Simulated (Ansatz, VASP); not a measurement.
**Pb: VASP beside Ansatz**

The input POSCAR:

```
Pb
1.0
   -2.0312399267      2.0312399267      2.0312399267
    2.0312399267     -2.0312399267      2.0312399267
    2.0312399267      2.0312399267     -2.0312399267
Pb
1
Direct
    0.0000000000      0.0000000000      0.0000000000
```

Contents of INCAR.step1:

```
SYSTEM = Pb
  ALGO = Normal
  EDIFF = 1E-4
  ENCUT = 520
  GGA = PE
  ISMEAR = -1
  LASPH = .TRUE.
  LCHARG = .FALSE.
  LREAL = .FALSE.
  LWAVE = .TRUE.
  NBANDS = 13
  NELM = 60
  PREC = Accurate
  SIGMA = 0.1
```

File INCAR.step2:

```
SYSTEM = Pb
  ALGO = Normal
  EDIFF = 1E-6
  ENCUT = 520
  ISIF = 2
  ISMEAR = -1
  ISTART = 1
  LASPH = .TRUE.
  LCHARG = .FALSE.
  LMIXTAU = .TRUE.
  LREAL = .FALSE.
  LWAVE = .FALSE.
  METAGGA = R2SCAN
  NBANDS = 13
  NELM = 60
  PREC = Accurate
  SIGMA = 0.1
```

Contents of KPOINTS:

```
k-points
0
G
  13 13 13
  0 0 0
```

Input for Ansatz:

```yaml
crystal:
  lattice:
    - [-2.0312399267, 2.0312399267, 2.0312399267]
    - [2.0312399267, -2.0312399267, 2.0312399267]
    - [2.0312399267, 2.0312399267, -2.0312399267]
  atoms:
    - { symbol: Pb, position: [0.0, 0.0, 0.0] }
hamiltonian:
  xc: r2scan
  pseudopotentials:
    kind: paw
    azcp:
      Pb: "pseudopotentials/Pb.paw.azcp"
basis:
  ecutwfc: 500
  fft_grid_basis: typed
kpoints:
  mp_grid: { grid: [13, 13, 13], shift: [0, 0, 0] }
magnetization:
  spin_polarized: false
scf:
  occupations: { method: fermi_dirac, width: 0.1 }
  lower_state_search: "off"
output:
  stress: true
```

Alike in both runs: task single point; functional r2SCAN; k mesh 13 × 13 × 13; occupations fermi-dirac, width 0.1 eV; no spin polarisation.

|  | VASP | Ansatz |
| --- | --- | --- |
| version | VASP 6.6.1 | Ansatz 0.2.0 |
| potentials or method | VASP PAW PBE potentials, release 64 (Pb_d), cutoff 520 eV | plane waves (500 eV) with PAW, scalar-relativistic |
| valence electrons in the cell | 14 | 14 |

Ansatz gave:

* pressure (GPa): -2.8

Task: What did VASP give for the same quantities?

Result: Pressure (GPa): -2.9.

VASP's potentials were made for PBE, not for r2SCAN. With one functional, cell and mesh, what is left measures potentials, basis and numerics.

Neither program's run includes spin-orbit coupling.
